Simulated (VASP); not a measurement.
# YCo3B2 in VASP: single point with LDA

Aim: the single point of YCo3B2 with LDA.

Everything below comes from runs of VASP 6.6.1. Logs are shortened: lines on timing, memory, paths and dates and some standing lists are left out, and cuts for length are marked.

## 1. The cell of the first run

The typed cell holds 6 atoms: a = 5.097 Å, b = 5.097 Å, c = 3.071 Å, α = 90.00°, β = 90.00°, γ = 120.00°.

## 2. Single point, LDA, collinear spin, ferromagnetic start

The input, POSCAR:

```
YCo3B2
1.0
    5.0973661700      0.0000000000      0.0000000000
   -2.5486830900      4.4144449900      0.0000000000
    0.0000000000      0.0000000000      3.0710083000
B Co Y
2 3 1
Direct
    0.3333000000      0.6667000000      0.0000000000
    0.6666000000      0.3333000000      0.0000000000
    0.5000000000      0.0000000000      0.5000000000
    0.5000000000      0.5000000000      0.5000000000
    0.0000000000      0.5000000000      0.5000000000
    0.0000000000      0.0000000000      0.0000000000
```

The input, INCAR.step1:

```
ALGO = Normal
EDIFF = 1E-7
ENCUT = 520
GGA = CA
ISIF = 2
ISMEAR = -1
ISPIN = 2
LASPH = T
LCHARG = T
LMAXMIX = 4
LREAL = F
LWAVE = F
MAGMOM = 0 0 3 3 3 0
NBANDS = 35
NELM = 150
PREC = Accurate
SIGMA = 0.1
```

The input, KPOINTS.step1:

```
k-points
0
Gamma
  5 5 8
```

The input, INCAR.step2:

```
ALGO = Normal
EDIFF = 1E-7
ENCUT = 520
GGA = CA
ICHARG = 11
ISIF = 2
ISMEAR = -5
ISPIN = 2
LASPH = T
LCHARG = F
LMAXMIX = 4
LORBIT = 11
LREAL = F
LWAVE = F
MAGMOM = 0 0 3 3 3 0
NEDOS = 2001
NELM = 150
PREC = Accurate
SIGMA = 0.1
```

The input, KPOINTS.step2:

```
k-points
0
Gamma
  8 8 12
```

Potentials or basis: VASP PAW LDA potentials, release 64 (B, Co, Y_sv).

Launch:

```bash
> cat potpaw_LDA.64/B/POTCAR potpaw_LDA.64/Co/POTCAR potpaw_LDA.64/Y_sv/POTCAR > POTCAR
> cp INCAR.step1 INCAR
> cp KPOINTS.step1 KPOINTS
> mpirun -np 1 vasp_std > vasp.out
> cp INCAR.step2 INCAR
> cp KPOINTS.step2 KPOINTS
> mpirun -np 1 vasp_std > vasp.out
```

OUTCAR:

```text
EDIFF = 1E-7
   ENCUT = 520
   GGA = CA
   ICHARG = 11
   ISIF = 2
   ISMEAR = -5
   ISPIN = 2
   LASPH = T
   LORBIT = 11
   LREAL = F
   NELM = 150
   PREC = Accurate

 ion  position               nearest neighbor table
   1  0.333  0.667  0.000-   3 2.13   3 2.13   5 2.13   5 2.13   4 2.13   4 2.13   6 2.94   6 2.94
                             6 2.94
   2  0.667  0.333  0.000-   3 2.13   3 2.13   4 2.13   4 2.13   5 2.13   5 2.13   6 2.94   6 2.94
                             6 2.94
   3  0.500  0.000  0.500-   1 2.13   1 2.13   2 2.13   2 2.13   5 2.55   5 2.55   4 2.55   4 2.55
                             6 2.98   6 2.98   6 2.98   6 2.98
   4  0.500  0.500  0.500-   2 2.13   2 2.13   1 2.13   1 2.13   3 2.55   3 2.55   5 2.55   5 2.55
                             6 2.98   6 2.98   6 2.98   6 2.98
   5  0.000  0.500  0.500-   1 2.13   1 2.13   2 2.13   2 2.13   3 2.55   3 2.55   4 2.55   4 2.55
                             6 2.98   6 2.98   6 2.98   6 2.98
   6  0.000  0.000  0.000-   2 2.94   1 2.94   2 2.94   1 2.94   1 2.94   2 2.94   4 2.98   4 2.98
                             4 2.98   4 2.98   5 2.98   5 2.98   5 2.98   5 2.98   3 2.98   3 2.98

  LATTYP: Found a hexagonal cell.
 ALAT       =     5.0973661700
 C/A-ratio  =     0.6024696280

  Lattice vectors:

 A1 = (   5.0973661700,   0.0000000000,   0.0000000000)
 A2 = (  -2.5486830900,   4.4144449900,   0.0000000000)
 A3 = (   0.0000000000,   0.0000000000,   3.0710083000)

Analysis of symmetry for initial positions (statically):
=====================================================================
 Subroutine PRICEL returns:
 Original cell was already a primitive cell.

 Routine SETGRP: Setting up the symmetry group for a
 hexagonal supercell.

 Subroutine GETGRP returns: Found  4 space group operations
 (whereof  4 operations were pure point group operations)
 out of a pool of 24 trial point group operations.

The static configuration has the point symmetry C_2v.

Analysis of symmetry for dynamics (positions and initial velocities):
=====================================================================
 Subroutine PRICEL returns:
 Original cell was already a primitive cell.

 Routine SETGRP: Setting up the symmetry group for a
 hexagonal supercell.

 Subroutine GETGRP returns: Found  4 space group operations
 (whereof  4 operations were pure point group operations)
 out of a pool of 24 trial point group operations.

The dynamic configuration has the point symmetry C_2v.

Analysis of structural, dynamic, and magnetic symmetry:
=====================================================================
 Subroutine PRICEL returns:
 Original cell was already a primitive cell.

 Routine SETGRP: Setting up the symmetry group for a
 hexagonal supercell.

 Subroutine GETGRP returns: Found  4 space group operations
 (whereof  4 operations were pure point group operations)
 out of a pool of 24 trial point group operations.

The overall configuration has the point symmetry C_2v.

 Subroutine INISYM returns: Found  4 space group operations
 (whereof  4 operations are pure point group operations),
 and found     1 'primitive' translations

----------------------------------------------------------------------------------------

                                     Primitive cell

  volume of cell :      69.1040

  direct lattice vectors                    reciprocal lattice vectors
     5.097366170  0.000000000  0.000000000     0.196179746  0.113264522  0.000000000
    -2.548683090  4.414444990  0.000000000     0.000000000  0.226529043  0.000000000
     0.000000000  0.000000000  3.071008300     0.000000000  0.000000000  0.325625952

  length of vectors
     5.097366170  5.097363050  3.071008300     0.226528905  0.226529043  0.325625952

  position of ions in fractional coordinates (direct lattice)
     0.333300000  0.666700000  0.000000000
     0.666600000  0.333300000  0.000000000
     0.500000000  0.000000000  0.500000000
[... 41 lines left out ...]
 Following reciprocal coordinates:
            Coordinates               Weight
  0.000000  0.000000  0.000000      1.000000
  0.125000  0.000000  0.000000      4.000000
  0.000000  0.125000  0.000000      2.000000
  0.250000  0.000000  0.000000      4.000000
  0.000000  0.250000  0.000000      2.000000
  0.375000  0.000000  0.000000      4.000000
[... 16 lines left out ...]
  0.125000  0.000000  0.083333      8.000000
  0.000000  0.125000  0.083333      4.000000
 [... further k-points ...]
   k-points           NKPTS =    147   k-points in BZ     NKDIM =    147   number of bands    NBANDS=     31
   number of dos      NEDOS =   2001   number of ions     NIONS =      6
   total plane-waves  NPLWV =  38400
   dimension x,y,z NGX =    40 NGY =   40 NGZ =   24
   dimension x,y,z NGXF=    80 NGYF=   80 NGZF=   48
   ions per type =               2   3   1
   NGX,Y,Z   is equivalent  to a cutoff of  13.05, 13.05, 12.99 a.u.
   NGXF,Y,Z  is equivalent  to a cutoff of  26.09, 26.09, 25.98 a.u.
 SYSTEM =  unknown system
   PREC   = accura    normal or accurate (medium, high low for compatibility)
   ISTART =      0    job   : 0-new  1-cont  2-samecut
   ICHARG =     11    charge: 1-file 2-atom 10-const
   ISPIN  =      2    spin polarized calculation?
   LNONCOLLINEAR =      F non collinear calculations
   LSORBIT =      F    spin-orbit coupling
   LASPH  =      T    aspherical Exc in radial PAW
   ENCUT  =  520.0 eV  38.22 Ry    6.18 a.u.   9.48  9.48  5.71*2*pi/ulx,y,z
   NELM   =    150;   NELMIN=  2; NELMDL=  0     # of ELM steps
   EDIFF  = 0.1E-06   stopping-criterion for ELM
   LREAL  =      F    real-space projection
   EDIFFG = 0.1E-05   stopping-criterion for IOM
   NSW    =      0    number of steps for IOM
   IBRION =     -1    ionic relax: 0-MD 1-quasi-New 2-CG
   NFREE  =      0    steps in history (QN), initial steepest desc. (CG)
   ISIF   =      2    stress and relaxation
   ISYM   =      2    0-nonsym 1-usesym 2-fastsym
   POTIM  = 0.5000    time-step for ionic-motion
   TEBEG  =    0.0;   TEEND  =   0.0 temperature during run
   PSTRESS=    0.0 pullay stress
   NELECT =      44.0000    total number of electrons
   NUPDOWN=      -1.0000    fix difference up-down
   EMIN   =  10.00;   EMAX   =-10.00  energy-range for DOS
   EFERMI =   0.00;   METHOD = LEGACY
   ISMEAR =    -5;   SIGMA  =   0.10  broadening in eV -4-tet -1-fermi 0-gaus
   EFERMI_NEDOS =   21; number of points for ismear=-14 and -15
   IALGO  =     38    algorithm
   IMIX   =      4    mixing-type and parameters
     AMIX     =   0.40;   BMIX     =  1.00
     AMIX_MAG =   1.60;   BMIX_MAG =  1.00
  volume/ion in A,a.u.               =      11.52        77.72
  Fermi-wavevector in a.u.,A,eV,Ry     =   1.408396  2.661482 26.988230  1.983579
  Thomas-Fermi vector in A             =   2.530558
   LORBIT       =     11    0 simple, 1 ext, 2 COOP (PROOUT), +10 PAW based schemes
   GGA     = CA    functional components
   LHFCALC =     F    Hartree Fock is set to
   AEXX    =    0.0000 exact exchange contribution
   IVDW    =     0    specifies the selected vdW correction
   LEPSILON=     F    determine dielectric tensor
   LRPA    =     F    only Hartree local field effects (RPA)
 spin polarized calculation
 Fermi weights with tetrahedron method with Bloechl corrections
  energy-cutoff  :      520.00
  volume of cell :       69.10
 maximum number of plane-waves:      1896
 NGX is ok and might be reduce to    40

 number of electron      44.0000002 magnetization      -0.0000639

 Free energy of the ion-electron system (eV)
  ---------------------------------------------------
  ext. energy  EPLUGINS =         0.00000000
  ---------------------------------------------------
  free energy    TOTEN  =       -49.35737792 eV

  energy without entropy =      -49.35737792  energy(sigma->0) =      -49.35737792

 E-fermi :   7.3741     XC(G=0): -12.6170

 val. band max:        7.4854540664   @ k =   0.0000   0.0000   0.1667
 cond. band min:       7.2797266191   @ k =  -0.3750   0.2500   0.5000
 fundamental gap:     -0.2057274472
 Fermi energy:         7.3740903777

 spin component 1

 k-point     1 :       0.0000    0.0000    0.0000
  band No.  band energies     occupation
      1     -34.1503      1.00000
      2     -14.3134      1.00000
      3     -14.3134      1.00000
      4     -13.8423      1.00000
      5      -2.9069      1.00000
      6       1.7272      1.00000
[... 805 lines left out ...]
     30      13.9893      0.00000
     31      14.0361      0.00000

 [... further k-points ...]

 spin component 2

 k-point     1 :       0.0000    0.0000    0.0000
  band No.  band energies     occupation
      1     -34.1503      1.00000
      2     -14.3134      1.00000
      3     -14.3134      1.00000
      4     -13.8423      1.00000
      5      -2.9069      1.00000
      6       1.7272      1.00000
[... 805 lines left out ...]
     30      13.9820      0.00000
     31      14.0349      0.00000

 [... further k-points ...]
[... 5 lines left out ...]
  --------------------------------------------------------------------------------------
  -------------------------------------------------------------------------------------
  Total       -9.8243166     -9.8247801     -9.4209253      0.0000000      0.0000000      0.0000000
  in kB     -227.7770699   -227.7878160   -218.4244298      0.0000003      0.0000000      0.0000000
  external PRESSURE =    -224.6631052 kB  Pullay stress =       0.0000000 kB

 VOLUME and BASIS-vectors are now :
 -----------------------------------------------------------------------------
  energy-cutoff  :      520.00
  volume of cell :       69.10
      direct lattice vectors                 reciprocal lattice vectors
     5.097366170  0.000000000  0.000000000     0.196179746  0.113264522  0.000000000
    -2.548683090  4.414444990  0.000000000     0.000000000  0.226529043  0.000000000
     0.000000000  0.000000000  3.071008300     0.000000000  0.000000000  0.325625952

 POSITION                                       TOTAL-FORCE (eV/Angst)
 -----------------------------------------------------------------------------------
     -0.00025      2.94311      0.00000         0.000642      0.003042      0.000000
      2.54843      1.47133      0.00000         0.000642     -0.003042      0.000000
      2.54868      0.00000      1.53550        -0.000115      0.000000      0.000000
      1.27434      2.20722      1.53550        -0.000446      0.000193      0.000000
     -1.27434      2.20722      1.53550        -0.000446     -0.000193      0.000000
      0.00000      0.00000      0.00000        -0.000278      0.000000      0.000000
 -----------------------------------------------------------------------------------
    total drift:                               -0.000004      0.000000      0.000000

  FREE ENERGIE OF THE ION-ELECTRON SYSTEM (eV)
  ---------------------------------------------------
  free  energy   TOTEN  =       -49.3573779213 eV

  energy  without entropy=      -49.3573779213  energy(sigma->0) =      -49.35737792

 total charge

# of ion       s       p       d       f       tot
--------------------------------------------------
    1        0.694   1.029   0.000   0.000   1.723
    2        0.694   1.029   0.000   0.000   1.723
    3        0.473   0.561   7.417   0.000   8.450
    4        0.473   0.560   7.417   0.000   8.450
    5        0.473   0.560   7.417   0.000   8.450
    6        2.234   6.455   1.097   0.060   9.847
--------------------------------------------------
tot          5.041  10.194  23.348   0.060  38.644

 magnetization (x)

# of ion       s       p       d       f       tot
--------------------------------------------------
    1       -0.000  -0.000   0.000   0.000  -0.000
    2       -0.000  -0.000   0.000   0.000  -0.000
    3        0.000  -0.000  -0.000   0.000  -0.000
    4       -0.000  -0.000  -0.000   0.000  -0.000
    5       -0.000  -0.000  -0.000   0.000  -0.000
    6       -0.000  -0.000  -0.000  -0.000  -0.000
--------------------------------------------------
tot         -0.000  -0.000  -0.000  -0.000  -0.000
```

Run time: 11 min. Hardware: 1 thread of Intel Xeon Platinum 8488C (Sapphire Rapids), shared host; peak memory 0.55 GiB.

Results:

```yaml
Net_moment: 0.00 μB per cell
Valence_electrons_inside_the_program's_atomic_spheres: B 1.72; Co 8.45; Y 9.85
```

Caveat: tetrahedron occupations give inexact forces and stress in metals.
